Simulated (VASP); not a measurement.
**W: single point with PBE**

W:

```
CELL_PARAMETERS angstrom
2.64046 0.00000 0.00000
0.00000 2.64046 0.00000
0.00000 0.00000 2.64046
ATOMIC_POSITIONS crystal
W 0.00000 0.00000 0.00000
```

| Item | Value |
| --- | --- |
| Program | VASP 6.6.1 |
| Task | single point |
| Functional | PBE |
| Potentials or basis | VASP PAW PBE potentials, release 64 (W_sv) |
| Cutoff | 520 eV |
| k mesh | 9 × 9 × 9 |
| Occupations | fermi-dirac, width 0.1 eV |
| Spin | no spin polarisation |
| Dipole correction | no |
| Further INCAR settings | ALGO = Normal; EDIFF = 1e-07; NBANDS = 13 |

The pressure is 0.6 GPa. The band gap on the k mesh is zero (band 7 reaches 11.04 eV, above the bottom of band 8 at 8.81 eV).

Levels at points of the mesh, in eV from the Fermi level:
```tsv
k point	band 4	band 5	band 6	band 7	band 8	band 9	band 10	band 11
(0.00, 0.00, 0.00)	-37.80	-8.64	-4.37	-4.37	4.59	4.59	4.59	14.50
```

It took 7.8 s on 1 thread of AMD EPYC 7R43 64-Core Processor (Zen 3) (shared host), peak memory 0.09 GiB.

Caveat: spin-orbit coupling is left out, which moves the levels of the heavy elements.
